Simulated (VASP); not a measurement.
**Be: single point with PBEsol**

Be:

```
CELL_PARAMETERS angstrom
3.82175 0.00000 0.00000
0.00000 3.82175 0.00000
0.00000 0.00000 2.28128
ATOMIC_POSITIONS crystal
Be 0.29741 0.29741 0.00000
Be 0.70259 0.70259 0.00000
Be 0.20259 0.79741 0.50000
Be 0.79741 0.20259 0.50000
```

This cell differs from its parent crystal: equal xx and yy strain of +2 %.

```yaml
Program: VASP 6.6.1
Task: single point
Functional: PBEsol
Potentials_or_basis: VASP PAW PBE potentials, release 64 (Be)
Cutoff: 520 eV
k_mesh: 9 × 9 × 14
Occupations: fermi-dirac, width 0.05 eV
Spin: no spin polarisation
```

```
Pressure               : -4.9 GPa
Largest force          : 0.090 eV/Å
Band gap on the k mesh : zero (band 4 reaches 7.40 eV, above the bottom of band 5 at 5.28 eV)
```

Forces in eV/Å, atoms in the order of the input:
```
Be   0.064  0.064  0.000
Be  -0.064 -0.064  0.000
Be  -0.064  0.064  0.000
Be   0.064 -0.064  0.000
```

Stress tensor (GPa, compression positive):
```
-5.32  0.00  0.00
 0.00 -5.32  0.00
 0.00  0.00 -4.14
```

Levels at points of the mesh, in eV from the Fermi level:
```tsv
k point	band 1	band 2	band 3	band 4	band 5	band 6	band 7	band 8	band 9
(0.00, 0.00, 0.00)	-10.88	-4.87	-4.29	-1.14	-1.14	4.48	4.48	7.11	9.61
(0.00, 0.00, 0.50)	-5.50	-5.50	0.98	0.98	1.92	1.92	2.71	2.71	7.28
```

Wall time 18 s on 1 thread of Intel(R) Xeon(R) Platinum 8375C CPU @ 2.90GHz (Ice Lake) (shared host), peak memory 0.15 GiB.

Caveat: the cell differs from its parent crystal (equal xx and yy strain of +2 %); the PAW data sets were made with another functional, which shifts forces and pressure a little.
